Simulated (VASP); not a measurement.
AlIn5Sb6, 12 atoms in the cell. The structure is tetragonal, space group P-4m2 (No. 115). The conventional cell has a = 4.640 Å, b = 4.640 Å, c = 19.709 Å, α = 90.00°, β = 90.00°, γ = 90.00°. Al (site symmetry -4m2) has 4 Sb at 2.74 Å within 3.6 Å. Within 3.8 Å of In (site symmetry 2mm) lie 4 Sb at 2.86 Å. Within 3.8 Å of In (site symmetry 2mm) lie 4 Sb at 2.86 to 2.87 Å. In (site symmetry -4m2) has 4 Sb at 2.86 Å within 3.8 Å. Sb (site symmetry 2mm) has 2 Al at 2.74 Å and 2 In at 2.87 Å within 3.6 Å. Within 3.8 Å of Sb (site symmetry 2mm) lie 4 In at 2.86 Å. Sb (site symmetry 2mm) has 4 In at 2.86 Å within 3.8 Å. 

```yaml
Program: VASP 6.6.1
Task: single point
Functional: PBE
Potentials_or_basis: VASP PAW PBE potentials, release 64 (Al, In_d, Sb)
Cutoff: 520 eV
k_mesh: 8 × 8 × 2
Occupations: gaussian, width 0.1 eV
Spin: no spin polarisation
Dipole_correction: no
Further_INCAR_settings: ALGO = Normal; EDIFF = 1e-06; NBANDS = 61
```

Potentials or basis: VASP PAW PBE potentials, release 64 (Al, In_d, Sb).

The run is started by

```sh
$ cat potpaw_PBE.64/Al/POTCAR potpaw_PBE.64/In_d/POTCAR potpaw_PBE.64/Sb/POTCAR > POTCAR
$ mpirun -np 1 vasp_std > vasp.out
```

Hardware: 1 thread of Intel(R) Xeon(R) Platinum 8488C (Sapphire Rapids) (shared host).

**Question.** Estimate the wall time of this run.

**Answer.** Run time: 8.9 min on 1 thread of Intel(R) Xeon(R) Platinum 8488C (Sapphire Rapids), on a shared host, peak memory 0.84 GiB. Counts: scf iterations 14, k points 30.
